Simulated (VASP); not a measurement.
# Zn16N (a cell with a defect) in VASP: single point with PBE

Aim: the single point of Zn16N (a cell with a defect) with PBE.

Program: VASP 6.6.1. These are calculated values, not measurements. Logs are shortened: lines on timing, memory, paths and dates and some standing lists are left out, and cuts for length are marked.

## (1) The cell of the first run

The cell holds a defect, 17 atoms: a = 6.805 Å, b = 6.805 Å, c = 6.805 Å, α = 109.47°, β = 109.47°, γ = 109.47°.

## (2) Single point, PBE

File INCAR:

```
SYSTEM = Zn16N
PREC     = Accurate       ! precision mode
ENCUT    = 520            ! plane-wave cutoff, eV
EDIFF    = 1E-6           ! SCF threshold, eV
ISMEAR   = 0              ! smearing method
SIGMA    = 0.1            ! smearing width, eV
LREAL    = Auto         
LASPH    = .True.         ! aspherical terms in the spheres
NELM     = 60             ! most SCF steps
ALGO     = Normal         ! electronic algorithm
ISIF     = 2              ! what is computed and relaxed
LWAVE    = .False.        ! write WAVECAR
LCHARG   = .False.        ! write CHGCAR
GGA      = PE             ! functional
NBANDS   = 112            ! bands
```

File KPOINTS:

```
Automatic mesh
0
Gamma
  4 4 4
  0.5 0.5 0.5
```

File POSCAR:

```
Zn16N
1.0
    3.9288069991      3.9288069991      3.9288069991
   -3.9288069991      3.9288069991     -3.9288069991
   -3.9288069991     -3.9288069991      3.9288069991
Zn N
16 1
Direct
    0.0022640085      0.0001224327      0.0001124003
    0.0004931785      0.7499228829      0.2498524709
    0.2347864733      0.7334813015     -0.0005549860
    0.0000933657      0.4998186429      0.4997587608
    0.2505866368      0.4999851936      0.2498279676
    0.5003255163      0.4992928160      0.0000221161
    0.0005049977      0.2499194607      0.7497783973
    0.2505628517      0.2499904785      0.4998798122
    0.5010679129      0.2656636421      0.2653616618
    0.7678957812      0.2666216059     -0.0005516134
    0.2346166259     -0.0002566529      0.7330408264
    0.5002753892      0.0000918680      0.4986170098
    0.7676661614     -0.0002594291      0.2661101789
    0.5010267943      0.7323605271      0.7320669202
    0.7506956546      0.7501319033      0.4998599470
    0.7506817093      0.4999796408      0.7499308040
    0.5020542896     -0.0012064454     -0.0019416895
```

Potentials or basis: VASP PAW PBE potentials, release 64 (Zn, N).

Command:

```console
$ cat potpaw_PBE.64/Zn/POTCAR potpaw_PBE.64/N/POTCAR > POTCAR
$ mpirun -np 1 vasp_std > vasp.out
```

OUTCAR:

```text
SYSTEM = Zn16N
   PREC = Accurate
   ENCUT = 520
   EDIFF = 1E-6
   ISMEAR = 0
   LREAL = Auto
   LASPH = .True.
   NELM = 60
   ISIF = 2
   GGA = PE

 ion  position               nearest neighbor table
   1  0.002  0.000  0.000-   9 2.77   3 2.78   8 2.78   5 2.78   2 2.78  11 2.78   7 2.78  16 2.78
                            15 2.78  13 2.78  10 2.79  14 2.79
   2  0.000  0.750  0.250-  13 2.68  11 2.69  10 2.69   3 2.69  12 2.78  15 2.78  16 2.78   1 2.78
                             4 2.78   5 2.78   8 2.78   6 2.78
   3  0.235  0.733  0.999-  17 2.10   7 2.69   5 2.69  16 2.69   2 2.69  12 2.78   1 2.78   4 2.78
                             6 2.78   9 2.96  11 2.96  13 2.96  14 2.96
   4  0.000  0.500  0.500-   9 2.78  16 2.78  15 2.78   7 2.78   2 2.78   3 2.78   8 2.78   5 2.78
                            11 2.78  13 2.78  10 2.78  14 2.79
   5  0.251  0.500  0.250-  14 2.68  10 2.68   3 2.69   9 2.70   6 2.78   1 2.78   2 2.78   8 2.78
                             7 2.78  12 2.78  15 2.78   4 2.78
   6  0.500  0.499  0.000-   9 2.78   5 2.78   7 2.78  15 2.78  11 2.78   8 2.78   2 2.78   3 2.78
                            16 2.78  10 2.78  13 2.78  14 2.79
   7  0.001  0.250  0.750-  10 2.68   3 2.69  13 2.69  11 2.69  15 2.78   6 2.78  16 2.78   4 2.78
                             8 2.78   5 2.78   1 2.78  12 2.78
   8  0.251  0.250  0.500-  14 2.68  13 2.68  11 2.69   9 2.70  12 2.78   1 2.78   7 2.78   5 2.78
                             2 2.78  16 2.78   6 2.78   4 2.78
   9  0.501  0.266  0.265-  17 2.10  15 2.69  16 2.69   5 2.70   8 2.70   1 2.77  12 2.77   6 2.78
                             4 2.78   3 2.96  11 2.96  13 2.96  10 2.96
  10  0.768  0.267  0.999-  17 2.09   7 2.68   5 2.68  16 2.68   2 2.69   6 2.78   4 2.78  12 2.79
                             1 2.79   9 2.96  11 2.96  13 2.96  14 2.97
  11  0.235  1.000  0.733-  17 2.10   2 2.69   8 2.69  15 2.69   7 2.69   1 2.78   6 2.78   4 2.78
                            12 2.78   9 2.96   3 2.96  10 2.96  14 2.97
  12  0.500  0.000  0.499-   9 2.77   8 2.78   3 2.78   2 2.78  16 2.78   5 2.78   7 2.78  15 2.78
                            13 2.78  11 2.78  10 2.79  14 2.79
  13  0.768  1.000  0.266-  17 2.09   2 2.68   8 2.68  15 2.69   7 2.69  12 2.78   4 2.78   6 2.78
                             1 2.78   9 2.96   3 2.96  10 2.96  14 2.97
  14  0.501  0.732  0.732-  17 2.09  15 2.68  16 2.68   5 2.68   8 2.68   4 2.79   6 2.79  12 2.79
                             1 2.79   3 2.96  11 2.97  13 2.97  10 2.97
  15  0.751  0.750  0.500-  14 2.68  13 2.69  11 2.69   9 2.69   4 2.78   7 2.78   2 2.78   6 2.78
                             5 2.78  16 2.78   1 2.78  12 2.78
  16  0.751  0.500  0.750-  14 2.68  10 2.68   3 2.69   9 2.69   4 2.78   7 2.78  12 2.78   2 2.78
                             8 2.78   1 2.78  15 2.78   6 2.78
  17  0.502  0.999  0.998-  14 2.09  10 2.09  13 2.09  11 2.10   3 2.10   9 2.10

  LATTYP: Found a body centered cubic cell.
 ALAT       =     7.8576139982

  Lattice vectors:

 A1 = (   3.9288069991,   3.9288069991,   3.9288069991)
 A2 = (  -3.9288069991,   3.9288069991,  -3.9288069991)
 A3 = (  -3.9288069991,  -3.9288069991,   3.9288069991)

Analysis of symmetry for initial positions (statically):
=====================================================================
 Subroutine PRICEL returns:
 Original cell was already a primitive cell.

 Routine SETGRP: Setting up the symmetry group for a
 body centered cubic supercell.

 Subroutine GETGRP returns: Found  1 space group operations
 (whereof  1 operations were pure point group operations)
 out of a pool of 48 trial point group operations.

The static configuration has the point symmetry C_1 .

Analysis of symmetry for dynamics (positions and initial velocities):
=====================================================================
 Subroutine PRICEL returns:
 Original cell was already a primitive cell.

 Routine SETGRP: Setting up the symmetry group for a
 body centered cubic supercell.

 Subroutine GETGRP returns: Found  1 space group operations
 (whereof  1 operations were pure point group operations)
 out of a pool of 48 trial point group operations.

The dynamic configuration has the point symmetry C_1 .

 Subroutine INISYM returns: Found  1 space group operations
 (whereof  1 operations are pure point group operations),
 and found     1 'primitive' translations

----------------------------------------------------------------------------------------

                                     Primitive cell

  volume of cell :     242.5728

  direct lattice vectors                    reciprocal lattice vectors
     3.928806999  3.928806999  3.928806999     0.000000000  0.127265096  0.127265096
[... 57 lines left out ...]
    -0.031816274  0.031816274  0.000000000     0.000000000  0.250000000  0.000000000
    -0.031816274  0.000000000  0.031816274     0.000000000  0.000000000  0.250000000

  Length of vectors
     0.044995006  0.044995006  0.044995006

  Shift w.r.t. Gamma in fractional coordinates (k-lattice)
     0.500000000  0.500000000  0.500000000

 Subroutine IBZKPT returns following result:
 ===========================================

 Found     32 irreducible k-points:

 Following reciprocal coordinates:
            Coordinates               Weight
  0.125000  0.125000  0.125000      2.000000
  0.375000 -0.125000 -0.125000      2.000000
  0.125000  0.125000 -0.375000      2.000000
 -0.125000  0.375000 -0.125000      2.000000
  0.375000  0.125000  0.125000      2.000000
  0.125000  0.375000  0.125000      2.000000
[... 16 lines left out ...]
  0.375000  0.125000 -0.125000      2.000000
 -0.125000  0.125000  0.375000      2.000000
 [... further k-points ...]
   k-points           NKPTS =     32   k-points in BZ     NKDIM =     32   number of bands    NBANDS=    112
   number of dos      NEDOS =    301   number of ions     NIONS =     17
   total plane-waves  NPLWV = 157464
   dimension x,y,z NGX =    54 NGY =   54 NGZ =   54
   dimension x,y,z NGXF=   108 NGYF=  108 NGZF=  108
   ions per type =              16   1
   NGX,Y,Z   is equivalent  to a cutoff of  13.19, 13.19, 13.19 a.u.
   NGXF,Y,Z  is equivalent  to a cutoff of  26.38, 26.38, 26.38 a.u.
 SYSTEM =  Zn16N
   PREC   = accura    normal or accurate (medium, high low for compatibility)
   ISTART =      0    job   : 0-new  1-cont  2-samecut
   ICHARG =      2    charge: 1-file 2-atom 10-const
   ISPIN  =      1    spin polarized calculation?
   LNONCOLLINEAR =      F non collinear calculations
   LSORBIT =      F    spin-orbit coupling
   LASPH  =      T    aspherical Exc in radial PAW
   ENCUT  =  520.0 eV  38.22 Ry    6.18 a.u.  12.65 12.65 12.65*2*pi/ulx,y,z
   NELM   =     60;   NELMIN=  2; NELMDL= -5     # of ELM steps
   EDIFF  = 0.1E-05   stopping-criterion for ELM
   LREAL  =      T    real-space projection
   EDIFFG = 0.1E-04   stopping-criterion for IOM
   NSW    =      0    number of steps for IOM
   IBRION =     -1    ionic relax: 0-MD 1-quasi-New 2-CG
   NFREE  =      0    steps in history (QN), initial steepest desc. (CG)
   ISIF   =      2    stress and relaxation
   ISYM   =      2    0-nonsym 1-usesym 2-fastsym
   POTIM  = 0.5000    time-step for ionic-motion
   TEBEG  =    0.0;   TEEND  =   0.0 temperature during run
   PSTRESS=    0.0 pullay stress
   NELECT =     197.0000    total number of electrons
   NUPDOWN=      -1.0000    fix difference up-down
   EMIN   =  10.00;   EMAX   =-10.00  energy-range for DOS
   EFERMI =   0.00;   METHOD = LEGACY
   ISMEAR =     0;   SIGMA  =   0.10  broadening in eV -4-tet -1-fermi 0-gaus
   EFERMI_NEDOS =   21; number of points for ismear=-14 and -15
   IALGO  =     38    algorithm
   IMIX   =      4    mixing-type and parameters
     AMIX     =   0.40;   BMIX     =  1.00
     AMIX_MAG =   1.60;   BMIX_MAG =  1.00
  volume/ion in A,a.u.               =      14.27        96.29
  Fermi-wavevector in a.u.,A,eV,Ry     =   1.527389  2.886346 31.741249  2.332916
  Thomas-Fermi vector in A             =   2.635292
   LORBIT       =      0    0 simple, 1 ext, 2 COOP (PROOUT), +10 PAW based schemes
   GGA     = PE    functional components
   LHFCALC =     F    Hartree Fock is set to
   AEXX    =    0.0000 exact exchange contribution
   IVDW    =     0    specifies the selected vdW correction
   LEPSILON=     F    determine dielectric tensor
   LRPA    =     F    only Hartree local field effects (RPA)
 non-spin polarized calculation
 Gauss-broadening in eV      SIGMA  =   0.10
  energy-cutoff  :      520.00
  volume of cell :      242.57
 maximum number of plane-waves:      6564
 NGX is ok and might be reduce to    54
   NGX = 25   NGY = 25   NGZ = 25

 number of electron     197.0000021 magnetization

 Free energy of the ion-electron system (eV)
  ---------------------------------------------------
  ext. energy  EPLUGINS =         0.00000000
  ---------------------------------------------------
  free energy    TOTEN  =       -24.08014285 eV

  energy without entropy =      -24.05085350  energy(sigma->0) =      -24.06549817

 E-fermi :   3.3845     XC(G=0): -11.7361

 val. band max:        3.3428313193   @ k =   0.3750   0.1250  -0.1250
 cond. band min:       3.4743810590   @ k =   0.1250  -0.1250   0.1250
 fundamental gap:      0.1315497396
 Fermi energy:         3.3844862311

 k-point     1 :       0.1250    0.1250    0.1250
  band No.  band energies     occupation
      1     -12.0451      2.00000
      2      -6.4057      2.00000
      3      -5.1572      2.00000
      4      -5.1567      2.00000
      5      -5.0579      2.00000
      6      -4.8662      2.00000
[... 2701 lines left out ...]
    109       6.7330      0.00000
    110       7.7195      0.00000

 [... further k-points ...]

 [bands above 110 left out]

------------------------ aborting loop because EDIFF is reached ----------------------------------------

  FORCE on cell =-STRESS in cart. coord.  units (eV):
  Direction    XX          YY          ZZ          XY          YZ          ZX
  --------------------------------------------------------------------------------------
  -------------------------------------------------------------------------------------
  Total        5.8843515      5.8886558      5.8906084      0.0017299      0.0006972      0.0009233
  in kB       38.8657557     38.8941848     38.9070820      0.0114260      0.0046049      0.0060982
  external PRESSURE =      38.8890075 kB  Pullay stress =       0.0000000 kB

 VOLUME and BASIS-vectors are now :
 -----------------------------------------------------------------------------
  energy-cutoff  :      520.00
  volume of cell :      242.57
      direct lattice vectors                 reciprocal lattice vectors
     3.928806999  3.928806999  3.928806999     0.000000000  0.127265096  0.127265096
    -3.928806999  3.928806999 -3.928806999    -0.127265096  0.127265096  0.000000000
    -3.928806999 -3.928806999  3.928806999    -0.127265096  0.000000000  0.127265096

 POSITION                                       TOTAL-FORCE (eV/Angst)
 -----------------------------------------------------------------------------------
      0.00797      0.00893      0.00886        -0.001801     -0.003621     -0.005224
     -3.92599      1.96662     -1.96274         0.003519      0.002238      0.000522
     -5.88590     -0.12249      1.96735         0.000551     -0.030266     -0.000414
     -3.92678      0.00060      0.00013         0.003525      0.003020      0.001922
     -1.96136      1.96733      0.00169         0.001837      0.000824      0.001229
      0.00397      3.92722      0.00414         0.001144      0.004806     -0.001349
[... 9 lines left out ...]
     -1.96137      1.96727      3.93129         0.001628      0.001359     -0.000856
     -5.87277      1.97536      1.96959        -0.010775     -0.004131     -0.001435
 -----------------------------------------------------------------------------------
    total drift:                               -0.000110     -0.001071      0.000186

  FREE ENERGIE OF THE ION-ELECTRON SYSTEM (eV)
  ---------------------------------------------------
  free  energy   TOTEN  =       -24.0801428459 eV

  energy  without entropy=      -24.0508535024  energy(sigma->0) =      -24.06549817
```

It took 28 min on 1 thread of Intel Xeon 6975P-C (Granite Rapids), shared host; peak memory 0.73 GiB.

Results:

```
Free energy   : -24.0801 eV
Pressure      : 3.9 GPa
Largest force : 0.031 eV/Å
```

Forces in eV/Å, atoms in the order of the input:
```
Zn  -0.002 -0.004 -0.005
Zn   0.004  0.002  0.001
Zn   0.001 -0.030  0.000
Zn   0.004  0.003  0.002
Zn   0.002  0.001  0.001
Zn   0.001  0.005 -0.001
Zn   0.002  0.001  0.001
Zn   0.002  0.002  0.000
Zn  -0.031  0.000  0.000
Zn   0.001  0.025  0.000
Zn   0.001  0.000 -0.029
Zn  -0.001 -0.002  0.006
Zn   0.001  0.000  0.027
Zn   0.022  0.000  0.000
Zn   0.002 -0.001  0.001
Zn   0.002  0.001 -0.001
N   -0.011 -0.004 -0.001
```
